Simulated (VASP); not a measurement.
# Be (P6_3/mmc) in VASP: further runs

The runs below take Be through relaxation of cell and atoms, with PBEsol.

All numbers are computed with VASP 6.6.1; they aren't measurements. Logs are shortened: lines on timing, memory, paths and dates and some standing lists are left out, and cuts for length are marked.

## Step 1: The cell of the first run

It takes space group P6_3/mmc (No. 194, hexagonal). The conventional cell has a = 2.166 Å, b = 2.166 Å, c = 3.509 Å, α = 90.00°, β = 90.00°, γ = 120.00°. Be (site symmetry -6m2) has 12 Be at 2.15 to 2.17 Å within 2.9 Å.

## Step 2: Relaxation of cell and atoms, PBEsol, target pressure 13 GPa, at which the enthalpy is minimised

The input, INCAR:

```
SYSTEM = Be
  PREC = Accurate
  ENCUT = 600
  EDIFF = 1E-6
  ISMEAR = -1
  SIGMA = 0.08
  LREAL = .FALSE.
  LASPH = .TRUE.
  NELM = 60
  ALGO = Normal
  ISIF = 3
  LWAVE = .FALSE.
  LCHARG = .FALSE.
  GGA = PS
  IBRION = 2
  NSW = 60
  EDIFFG = -0.005
  PSTRESS = 130.0
```

The input, KPOINTS:

```
regular mesh
0
G
  20 20 11
  0 0 0
```

The input, POSCAR:

```
Be
1.0
    2.1662228217      0.0000000000      0.0000000000
   -1.0831114108      1.8760039938      0.0000000000
    0.0000000000      0.0000000000      3.5092809711
Be
2
Direct
    0.3333333333      0.6666666667      0.2500000000
    0.6666666667      0.3333333333      0.7500000000
```

Potentials or basis: VASP PAW PBE potentials, release 64 (Be).

Launch:

```sh
$ cat potpaw_PBE.64/Be/POTCAR > POTCAR
$ mpirun -np 1 vasp_std > vasp.out
```

OUTCAR:

```text
SYSTEM = Be
   PREC = Accurate
   ENCUT = 600
   EDIFF = 1E-6
   ISMEAR = -1
   LREAL = .FALSE.
   LASPH = .TRUE.
   NELM = 60
   ISIF = 3
   GGA = PS
   IBRION = 2
   NSW = 60
   EDIFFG = -0.005
   PSTRESS = 130.0

 ion  position               nearest neighbor table
   1  0.333  0.667  0.250-   2 2.15   2 2.15   2 2.15   2 2.15   2 2.15   2 2.15
   2  0.667  0.333  0.750-   1 2.15   1 2.15   1 2.15   1 2.15   1 2.15   1 2.15

  LATTYP: Found a hexagonal cell.
 ALAT       =     2.1662228217
 C/A-ratio  =     1.6200000000

  Lattice vectors:

 A1 = (   2.1662228217,   0.0000000000,   0.0000000000)
 A2 = (  -1.0831114108,   1.8760039938,   0.0000000000)
 A3 = (   0.0000000000,   0.0000000000,   3.5092809711)

Analysis of symmetry for initial positions (statically):
=====================================================================
 Subroutine PRICEL returns:
 Original cell was already a primitive cell.

 Routine SETGRP: Setting up the symmetry group for a
 hexagonal supercell.

 Subroutine GETGRP returns: Found 24 space group operations
 (whereof 12 operations were pure point group operations)
 out of a pool of 24 trial point group operations.

The static configuration has the point symmetry D_3d.
 The point group associated with its full space group is D_6h.

Analysis of symmetry for dynamics (positions and initial velocities):
=====================================================================
 Subroutine PRICEL returns:
 Original cell was already a primitive cell.

 Routine SETGRP: Setting up the symmetry group for a
 hexagonal supercell.

 Subroutine GETGRP returns: Found 24 space group operations
 (whereof 12 operations were pure point group operations)
 out of a pool of 24 trial point group operations.

The dynamic configuration has the point symmetry D_3d.
 The point group associated with its full space group is D_6h.

 Subroutine INISYM returns: Found 24 space group operations
 (whereof 12 operations are pure point group operations),
 and found     1 'primitive' translations

----------------------------------------------------------------------------------------

                                     Primitive cell

  volume of cell :      14.2612

  direct lattice vectors                    reciprocal lattice vectors
     2.166222822  0.000000000  0.000000000     0.461633028  0.266523953  0.000000000
    -1.083111411  1.876003994  0.000000000     0.000000000  0.533047906  0.000000000
     0.000000000  0.000000000  3.509280971     0.000000000  0.000000000  0.284958659

  length of vectors
     2.166222822  2.166222822  3.509280971     0.533047906  0.533047906  0.284958659

  position of ions in fractional coordinates (direct lattice)
     0.333333333  0.666666667  0.250000000
     0.666666667  0.333333333  0.750000000

  ion indices of the primitive-cell ions
   primitive index   ion index
                 1           1
                 2           2

----------------------------------------------------------------------------------------

 KPOINTS: regular mesh

Automatic generation of k-mesh.
 Grid dimensions read from file:
 generate k-points for:   20   20   11

 Generating k-lattice:

  Cartesian coordinates                     Fractional coordinates (reciprocal lattice)
     0.023081651  0.013326198  0.000000000     0.050000000 -0.000000000  0.000000000
     0.000000000  0.026652395  0.000000000     0.000000000  0.050000000  0.000000000
     0.000000000  0.000000000  0.025905333     0.000000000  0.000000000  0.090909091

  Length of vectors
     0.026652395  0.026652395  0.025905333

  Shift w.r.t. Gamma in fractional coordinates (k-lattice)
     0.000000000  0.000000000  0.000000000

 Subroutine IBZKPT returns following result:
 ===========================================

 Found    264 irreducible k-points:

 Following reciprocal coordinates:
            Coordinates               Weight
  0.000000  0.000000  0.000000      1.000000
  0.050000  0.000000  0.000000      6.000000
  0.100000 -0.000000  0.000000      6.000000
  0.150000  0.000000  0.000000      6.000000
  0.200000 -0.000000  0.000000      6.000000
  0.250000 -0.000000  0.000000      6.000000
[... 16 lines left out ...]
  0.200000  0.100000  0.000000     12.000000
  0.250000  0.100000  0.000000     12.000000
 [... further k-points ...]
   k-points           NKPTS =    264   k-points in BZ     NKDIM =    264   number of bands    NBANDS=      6
   number of dos      NEDOS =    301   number of ions     NIONS =      2
   total plane-waves  NPLWV =   9072
   dimension x,y,z NGX =    18 NGY =   18 NGZ =   28
   dimension x,y,z NGXF=    36 NGYF=   36 NGZF=   56
   ions per type =               2
   NGX,Y,Z   is equivalent  to a cutoff of  13.81, 13.81, 13.26 a.u.
   NGXF,Y,Z  is equivalent  to a cutoff of  27.63, 27.63, 26.53 a.u.
 SYSTEM =  Be
   PREC   = accura    normal or accurate (medium, high low for compatibility)
   ISTART =      0    job   : 0-new  1-cont  2-samecut
   ICHARG =      2    charge: 1-file 2-atom 10-const
   ISPIN  =      1    spin polarized calculation?
   LNONCOLLINEAR =      F non collinear calculations
   LSORBIT =      F    spin-orbit coupling
   LASPH  =      T    aspherical Exc in radial PAW
   ENCUT  =  600.0 eV  44.10 Ry    6.64 a.u.   4.33  4.33  7.01*2*pi/ulx,y,z
   NELM   =     60;   NELMIN=  2; NELMDL= -5     # of ELM steps
   EDIFF  = 0.1E-05   stopping-criterion for ELM
   LREAL  =      F    real-space projection
   EDIFFG = -.5E-02   stopping-criterion for IOM
   NSW    =     60    number of steps for IOM
   IBRION =      2    ionic relax: 0-MD 1-quasi-New 2-CG
   NFREE  =      1    steps in history (QN), initial steepest desc. (CG)
   ISIF   =      3    stress and relaxation
   ISYM   =      2    0-nonsym 1-usesym 2-fastsym
   POTIM  = 0.5000    time-step for ionic-motion
   TEBEG  =    0.0;   TEEND  =   0.0 temperature during run
   PSTRESS=  130.0 pullay stress
   NELECT =       4.0000    total number of electrons
   NUPDOWN=      -1.0000    fix difference up-down
   EMIN   =  10.00;   EMAX   =-10.00  energy-range for DOS
   EFERMI =   0.00;   METHOD = LEGACY
   ISMEAR =    -1;   SIGMA  =   0.08  broadening in eV -4-tet -1-fermi 0-gaus
   EFERMI_NEDOS =   21; number of points for ismear=-14 and -15
   IALGO  =     38    algorithm
   IMIX   =      4    mixing-type and parameters
     AMIX     =   0.40;   BMIX     =  1.00
     AMIX_MAG =   1.60;   BMIX_MAG =  1.00
  volume/ion in A,a.u.               =       7.13        48.12
  Fermi-wavevector in a.u.,A,eV,Ry     =   1.071626  2.025079 15.624683  1.148382
  Thomas-Fermi vector in A             =   2.207372
   LORBIT       =      0    0 simple, 1 ext, 2 COOP (PROOUT), +10 PAW based schemes
   GGA     = PS    functional components
   LHFCALC =     F    Hartree Fock is set to
   AEXX    =    0.0000 exact exchange contribution
   IVDW    =     0    specifies the selected vdW correction
   LEPSILON=     F    determine dielectric tensor
   LRPA    =     F    only Hartree local field effects (RPA)
 conjugate gradient relaxation of ions
 non-spin polarized calculation
  energy-cutoff  :      600.00
  volume of cell :       14.26
 maximum number of plane-waves:       495
 NGX is ok and might be reduce to    18
   NGX =  9   NGY =  9   NGZ = 15

--------------------------------------- Ionic step        1  -------------------------------------------

 number of electron       4.0000000 magnetization

 Free energy of the ion-electron system (eV)
  ---------------------------------------------------
  ext. energy  EPLUGINS =         0.00000000
  ---------------------------------------------------
  free energy    TOTEN  =        -7.92822515 eV

  energy without entropy =       -7.92458272  energy(sigma->0) =       -7.92640394

------------------------ aborting loop because EDIFF is reached ----------------------------------------

  FORCE on cell =-STRESS in cart. coord.  units (eV):
  Direction    XX          YY          ZZ          XY          YZ          ZX
  --------------------------------------------------------------------------------------
  -------------------------------------------------------------------------------------
  Total        1.5743717      1.5743717      0.5869542      0.0000000      0.0000000      0.0000000
  in kB      176.8735292    176.8735292     65.9416461      0.0000000      0.0000000      0.0000000
  external PRESSURE =       9.8962348 kB  Pullay stress =     130.0000000 kB

 VOLUME and BASIS-vectors are now :
 -----------------------------------------------------------------------------
  energy-cutoff  :      600.00
  volume of cell :       14.26
      direct lattice vectors                 reciprocal lattice vectors
     2.166222822  0.000000000  0.000000000     0.461633028  0.266523953  0.000000000
    -1.083111411  1.876003994  0.000000000     0.000000000  0.533047906  0.000000000
     0.000000000  0.000000000  3.509280971     0.000000000  0.000000000  0.284958659
[... 198 lines left out ...]
  FREE ENERGIE OF THE ION-ELECTRON SYSTEM (eV)
  ---------------------------------------------------
  free  energy   TOTEN  =        -7.9456471606 eV

  energy  without entropy=       -7.9427232134  energy(sigma->0) =       -7.94418519

  enthalpy is  TOTEN    =        -6.7800939785 eV   P V=        1.1655531821

--------------------------------------- Ionic step        7  -------------------------------------------

 number of electron       4.0000000 magnetization

 Free energy of the ion-electron system (eV)
  ---------------------------------------------------
  ext. energy  EPLUGINS =         0.00000000
  ---------------------------------------------------
  free energy    TOTEN  =        -7.94573663 eV

  energy without entropy =       -7.94282313  energy(sigma->0) =       -7.94427988

 E-fermi :   7.7328     XC(G=0): -10.9272

 val. band max:        7.6044081645   @ k =   0.3000   0.2500   0.0000
 cond. band min:       7.7442681079   @ k =   0.3000   0.2000   0.0000
 fundamental gap:      0.1398599434
 Fermi energy:         7.7328488771

 k-point     1 :       0.0000    0.0000    0.0000
  band No.  band energies     occupation
      1      -4.0466      2.00000
      2       2.9878      2.00000
      3       9.2619      0.00000
      4      25.1041      0.00000
      5      25.1041      0.00000
      6      28.1356      0.00000

 k-point     2 :       0.0500    0.0000    0.0000
  band No.  band energies     occupation
      1      -3.9725      2.00000
      2       3.0887      2.00000
      3       9.2768      0.00000
      4      24.4477      0.00000
      5      24.5863      0.00000
      6      28.1597      0.00000
[... 181 lines left out ...]
 k-point    23 :       0.2000    0.1000    0.0000
  band No.  band energies     occupation
      1      -1.9635      2.00000
      2       5.7967      2.00000
      3       9.3706      0.00000
      4      16.2336      0.00000
      5      18.9275      0.00000
      6      24.7754      0.00000

 k-point    24 :       0.2500    0.1000    0.0000
  band No.  band energies     occupation
      1      -1.1448      2.00000
      2       6.8868      1.99995
      3       9.0306      0.00000
      4      14.7406      0.00000
      5      18.0180      0.00000
      6      22.5279      0.00000

 [... further k-points ...]

------------------------ aborting loop because EDIFF is reached ----------------------------------------

  FORCE on cell =-STRESS in cart. coord.  units (eV):
  Direction    XX          YY          ZZ          XY          YZ          ZX
  --------------------------------------------------------------------------------------
  -------------------------------------------------------------------------------------
  Total        1.1686363      1.1686363      1.1613925      0.0000000      0.0000000      0.0000000
  in kB      130.3341683    130.3341683    129.5262901      0.0000000      0.0000000      0.0000000
  external PRESSURE =       0.0648756 kB  Pullay stress =     130.0000000 kB

 VOLUME and BASIS-vectors are now :
 -----------------------------------------------------------------------------
  energy-cutoff  :      600.00
  volume of cell :       14.37
      direct lattice vectors                 reciprocal lattice vectors
     2.190694414  0.000000000 -0.000000000     0.456476263  0.263546693 -0.000000000
    -1.095347207  1.897197014  0.000000000    -0.000000000  0.527093387 -0.000000000
     0.000000000  0.000000000  3.456507015     0.000000000 -0.000000000  0.289309408

 POSITION                                       TOTAL-FORCE (eV/Angst)
 -----------------------------------------------------------------------------------
     -0.00000      1.26480      0.86413         0.000000      0.000000      0.000000
      1.09535      0.63240      2.59238        -0.000000     -0.000000      0.000000
 -----------------------------------------------------------------------------------
    total drift:                                0.000000     -0.000000      0.000000

  FREE ENERGIE OF THE ION-ELECTRON SYSTEM (eV)
  ---------------------------------------------------
  free  energy   TOTEN  =        -7.9457366320 eV

  energy  without entropy=       -7.9428231257  energy(sigma->0) =       -7.94427988

  enthalpy is  TOTEN    =        -6.7800966221 eV   P V=        1.1656400099

 reached required accuracy - stopping structural energy minimisation
```

Run time: 24 s. Hardware: 1 thread of AMD EPYC 9R45 (Zen 5), shared host; peak memory 0.11 GiB.

What came out:

```yaml
Free_energy: -7.9457 eV
Relaxed_volume: 7.18 Å³/atom
Relaxed_cell: a = 2.191 Å, b = 2.191 Å, c = 3.457 Å, α = 90.00°, β = 90.00°, γ = 120.00°
Space_group_after_relaxing_to_0.1_Å: P6_3/mmc (No. 194)
Energy_change_on_relaxing_the_run_minimises_the_enthalpy: -8.8 meV/atom
Ionic_steps: 7
Pressure_after_relaxing: 13.0 GPa
Band_gap_on_the_k_mesh: zero (bands 2 and 3 overlap by 1.49 eV)
```

Stress tensor (GPa, compression positive):
```
13.03  0.00  0.00
 0.00 13.03  0.00
 0.00  0.00 12.95
```

Step by step:
```csv
step,energy change (eV),largest force (eV/Å),pressure (GPa),volume (Å³)
1,0.0000,0.0000,13.99,14.26
2,-0.0161,0.0000,13.16,14.35
3,-0.0170,0.0000,13.08,14.36
4,-0.0168,0.0000,13.10,14.36
5,-0.0175,0.0000,13.01,14.37
6,-0.0174,0.0000,13.01,14.36
7,-0.0175,0.0000,13.01,14.37
```

Final structure:
```
Be
1.0
     2.19069    0.00000    0.00000
    -1.09535    1.89720    0.00000
     0.00000    0.00000    3.45651
Be
2
Cartesian
  0.0000 1.2648 0.8641
  1.0953 0.6324 2.5924
```

Caveat: the cell is relaxed towards a set pressure, so the run minimises the enthalpy, not the energy; the PAW data sets were made with another functional, which shifts forces and pressure a little.

## Step 3: Relaxation of cell and atoms, PBEsol, target pressure 13 GPa, at which the enthalpy is minimised

This run uses another cell than the first one, of 7.16 Å³/atom.

The input, INCAR:

```
SYSTEM = Be
ALGO = Normal ; EDIFF = 1E-7
EDIFFG = -0.005 ; ENCUT = 600
GGA = PS ; IBRION = 2
ISIF = 3 ; ISMEAR = -1
LASPH = .TRUE. ; LCHARG = .FALSE.
LREAL = .FALSE. ; LWAVE = .FALSE.
NELM = 60 ; NSW = 32
PREC = Accurate ; PSTRESS = 130.0
SIGMA = 0.08
```

The input, KPOINTS:

```
k-points
0
G
  20 20 11
  0 0 0
```

The input, POSCAR:

```
Be
1.0
    2.1888299623      0.0000000000      0.0000000000
   -1.0944149811      1.8955823519      0.0000000000
    0.0000000000      0.0000000000      3.4529038982
Be
2
Direct
    0.3333333333      0.6666666667      0.2500000000
    0.6666666667      0.3333333333      0.7500000000
```

Potentials or basis: VASP PAW PBE potentials, release 64 (Be).

Launch:

```sh
$ cat potpaw_PBE.64/Be/POTCAR > POTCAR
$ mpirun -np 1 vasp_std > vasp.out
```

It took 13 s on 1 thread of AMD EPYC 9R45 (Zen 5), shared host; peak memory 0.11 GiB.

It converged, with:

| Quantity | Value |
| --- | --- |
| Free energy | -7.9460 eV |
| Relaxed volume | 7.18 Å³/atom |
| Relaxed cell | a = 2.191 Å, b = 2.191 Å, c = 3.457 Å, α = 90.00°, β = 90.00°, γ = 120.00° |
| Space group after relaxing (to 0.1 Å) | P6_3/mmc (No. 194) |
| Energy change on relaxing (the run minimises the enthalpy) | -1.8 meV/atom |
| Ionic steps | 2 |
| Pressure after relaxing | 13.0 GPa |
| Band gap on the k mesh | zero (bands 2 and 3 overlap by 1.49 eV) |

Step by step:
| step | energy change (eV) | largest force (eV/Å) | pressure (GPa) | volume (Å³) |
| --- | --- | --- | --- | --- |
| 1 | 0.0000 | 0.0000 | 13.46 | 14.33 |
| 2 | -0.0035 | 0.0000 | 12.96 | 14.37 |

Final structure:
```yaml
crystal:
  lattice:
    - [2.19093, 0.00000, 0.00000]
    - [-1.09547, 1.89740, 0.00000]
    - [0.00000, 0.00000, 3.45664]
  atoms:
    - { symbol: Be, position: [0.33333, 0.66667, 0.25000] }
    - { symbol: Be, position: [0.66667, 0.33333, 0.75000] }
```

Levels at points of the mesh, in eV from the Fermi level:
```
           k point  band 1  band 2  band 3  band 4  band 5  band 6
(0.00, 0.00, 0.00)  -11.78   -4.74    1.53   17.37   17.37   20.40
(0.50, 0.00, 0.00)   -5.29   -3.12    3.95    6.92    7.49   10.21
```

Caveat: the cell is relaxed towards a set pressure, so the run minimises the enthalpy, not the energy; the PAW data sets were made with another functional, which shifts forces and pressure a little.

The gap in the log of VASP goes by the Fermi energy; the results here count the filled bands.